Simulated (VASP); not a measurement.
# Zn7S7: single point with PBE

System: Zn7S7, in a box.

```xyz
14
Lattice="14.3000 0.0000 0.0000 0.0000 13.2000 0.0000 0.0000 0.0000 16.2000" Properties=species:S:1:pos:R:3 pbc="T T T"
Zn    7.2371    6.0992    6.2023
Zn    6.4125    5.8567   11.2497
Zn    5.1147    8.2415    6.3233
Zn    8.4146    8.9699    5.6261
Zn    7.8282    5.1518    8.8522
Zn    4.5130    7.0208    9.0714
Zn   10.1020    7.2349    6.9819
S     5.8077    5.3597    7.7491
S     3.6261    8.6225    7.7591
S     9.2892    5.2359    6.8706
S    10.2829    9.3618    6.6037
S     8.4443    5.1883   10.9441
S     6.6983    7.9025    4.7759
S     4.4067    6.5949   11.2380
```

```
Program             : VASP 6.6.1
Task                : single point
Functional          : PBE
Potentials or basis : VASP PAW PBE potentials, release 64 (Zn, S)
Cutoff              : 520 eV
k mesh              : 1 × 1 × 1
Occupations         : gaussian, width 0.05 eV
Spin                : collinear spin
Starting moments    : [0.2, 0.2, 0.2, 0.2, 0.2, 0.2, 0.2, 0.2, 0.2, 0.2, 0.2, 0.2, 0.2, 0.2] μB
```

```yaml
Largest_force: 0.045 eV/Å
Gap_between_the_frontier_levels: 1.70 eV
Net_moment: 0.00 μB per cell
Valence_electrons_inside_the_program's_atomic_spheres: Zn 10.79, 10.84, 10.80, 10.77, 10.81 (each value once); S 3.71, 3.70, 3.69 (each value once)
```

Forces on the atoms (eV/Å):
```
Zn   0.003 -0.002  0.000
Zn   0.004 -0.002  0.004
Zn  -0.017 -0.003  0.018
Zn   0.003  0.008 -0.005
Zn   0.002  0.001 -0.005
Zn   0.007 -0.014 -0.001
Zn   0.006 -0.001  0.006
S   -0.028 -0.006  0.003
S   -0.016  0.018  0.000
S    0.016 -0.020 -0.007
S    0.018  0.025  0.006
S    0.025 -0.010  0.018
S    0.003 -0.004 -0.045
S   -0.027  0.010  0.007
```

Levels at points of the mesh, in eV from the valence-band top:
Spin up:
| k point | band 60 | band 61 | band 62 | band 63 | band 64 | band 65 | band 66 | band 67 |
| --- | --- | --- | --- | --- | --- | --- | --- | --- |
| (0.00, 0.00, 0.00) | -1.06 | -0.71 | -0.56 | 0.00 | 1.70 | 2.38 | 2.64 | 2.74 |
Spin down:
```tsv
k point	band 60	band 61	band 62	band 63	band 64	band 65	band 66	band 67
(0.00, 0.00, 0.00)	-1.06	-0.71	-0.56	0.00	1.70	2.38	2.64	2.74
```

Wall time 34 min on 1 thread of AMD EPYC 7R43 64-Core Processor (Zen 3), with other jobs on the host, peak memory 2.9 GiB.
